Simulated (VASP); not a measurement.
Here is a VASP 6.6.1 calculation.

POSCAR

```
BaSiGeH
1.0
    4.9263590000     -0.1137520000     -0.7790200000
    0.6093850000      4.4605340000      0.0666060000
    0.2889420000      0.4888230000      4.0656620000
Ge Ba Si H
1 1 1 1
Direct
    0.5072170000      0.8657900000      0.7666010000
    0.7859390000      0.2777740000      0.2472110000
    0.0306590000      0.7867570000      0.8387090000
    0.3198740000      0.8624620000      0.2917460000
```

Contents of INCAR.step1:

```
ALGO     = Normal         # electronic algorithm
EDIFF    = 1E-4           # SCF threshold, eV
ENCUT    = 520            # plane-wave cutoff, eV
GGA      = PE             # functional
ISMEAR   = -1             # smearing method
LASPH    = True           # aspherical terms in the spheres
LCHARG   = False          # write CHGCAR
LREAL    = False          # projectors in reciprocal space
LWAVE    = True           # write WAVECAR
NBANDS   = 22             # bands
NELM     = 80             # most SCF steps
PREC     = Accurate       # precision mode
SIGMA    = 0.1            # smearing width, eV
```

INCAR.step2

```
ALGO     = Normal         # electronic algorithm
EDIFF    = 1E-6           # SCF threshold, eV
ENCUT    = 520            # plane-wave cutoff, eV
ISIF     = 2              # what is computed and relaxed
ISMEAR   = -1             # smearing method
ISTART   = 1            
LASPH    = True           # aspherical terms in the spheres
LCHARG   = False          # write CHGCAR
LMIXTAU  = True         
LREAL    = False          # projectors in reciprocal space
LWAVE    = False          # write WAVECAR
METAGGA  = R2SCAN         # meta-GGA
NBANDS   = 22             # bands
NELM     = 80             # most SCF steps
PREC     = Accurate       # precision mode
SIGMA    = 0.1            # smearing width, eV
```

The input KPOINTS:

```
k-points
0
Gamma
  4 4 5
```

Potentials or basis: VASP PAW PBE potentials, release 64 (Ge_d, Ba_sv, Si, H).

Run with:

```console
$ cat potpaw_PBE.64/Ge_d/POTCAR potpaw_PBE.64/Ba_sv/POTCAR potpaw_PBE.64/Si/POTCAR potpaw_PBE.64/H/POTCAR > POTCAR
$ cp INCAR.step1 INCAR
$ mpirun -np 1 vasp_std > vasp.out
$ cp INCAR.step2 INCAR
$ mpirun -np 1 vasp_std > vasp.out
```

(1) Estimate the largest force.

(2) Predict the pressure.

Answers

(1) 1.838 eV/Å.

(2) 4.3 GPa.

Caveat: the PAW data sets were made with another functional, which shifts forces and pressure a little.
